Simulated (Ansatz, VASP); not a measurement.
## I in VASP and in Ansatz

```xyz
4
Lattice="4.0710 -2.4278 0.0000 4.0710 2.4278 0.0000 -2.2719 0.0000 10.5348" Properties=species:S:1:pos:R:3 pbc="T T T"
I     6.1649   -0.8886    1.0503
I     0.8411   -0.8886    4.2171
I    -0.2949    0.8886    9.4845
I     5.0290    0.8886    6.3177
```

Alike in both runs: task single point; functional PBE; k mesh 4 × 4 × 2; occupations gaussian, width 0.1 eV; no spin polarisation.

```csv
,VASP,Ansatz
version,VASP 6.6.1,Ansatz 0.2.0
potentials or method,"VASP PAW PBE potentials, release 64 (I), cutoff 520 eV","scalar-relativistic, plane waves, PAW"
valence electrons in the cell,28,68
```

Ansatz gave:

```
gap on the k mesh at the Fermi level (eV)                     : 2.35
least direct gap on the mesh (eV)                             : 2.35
pressure (GPa)                                                : 16.4
traceless stress, the component that is largest in VASP (GPa) : 28.20
rms of the force components (eV/Å)                            : 8.318
```

Question: Which values does VASP return?

Answer: gap on the k mesh at the Fermi level (eV): 2.33; least direct gap on the mesh (eV): 2.33; pressure (GPa): 16.6; traceless stress, the component that is largest in VASP (GPa): 28.52; rms of the force components (eV/Å): 8.412.

Atom by atom the forces differ by 0.094 eV/Å (rms over components). VASP's potentials hold 28 valence electrons a cell and Ansatz's 68, so a difference there can come from the potentials and not from the codes.

Neither program's run includes spin-orbit coupling.
